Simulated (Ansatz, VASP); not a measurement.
# Two plane-wave programs on HfO2

```xyz
3
Lattice="0.0000 2.5575 2.5575 2.5575 0.0000 2.5575 2.5575 2.5575 0.0000" Properties=species:S:1:pos:R:3 pbc="T T T"
Hf    0.0000    0.0000    0.0000
O     3.8363    3.8363    3.8363
O     1.2788    1.2788    1.2788
```

Alike in both runs: functional r2SCAN; k mesh 9 × 9 × 9; occupations fermi-dirac, width 0.05 eV; no spin polarisation; Hubbard terms Hf d U = 3.5 eV.

|  | VASP | Ansatz |
| --- | --- | --- |
| version | VASP 6.6.1 | Ansatz 0.2.0 |
| potentials or method | VASP PAW PBE potentials, release 64 (Hf_pv, O) | Ansatz PAW |
| plane-wave cutoff (eV) | 520 | 500 |
| valence electrons in the cell | 22 | 38 |
| task | single point | band structure |

|  | VASP | Ansatz | Ansatz less VASP |
| --- | --- | --- | --- |
| gap on the k mesh at the Fermi level (eV) | 4.80 | 4.97 | +0.173 |
| least direct gap on the mesh (eV) | 4.91 | 5.07 | +0.166 |
| pressure (GPa) | -2.7 | -3.4 | -0.65 |

VASP's potentials were made for PBE, not for r2SCAN. The programs project onto different local orbitals, so the same U acts differently, and such runs can settle in different states. VASP's potentials hold 22 valence electrons a cell and Ansatz's 38, so a difference there can come from the potentials and not from the codes.

Neither program's run includes spin-orbit coupling. Noted on Ansatz's run: the k mesh misses the band edges, so the gap on the mesh is wider than the one along the path.
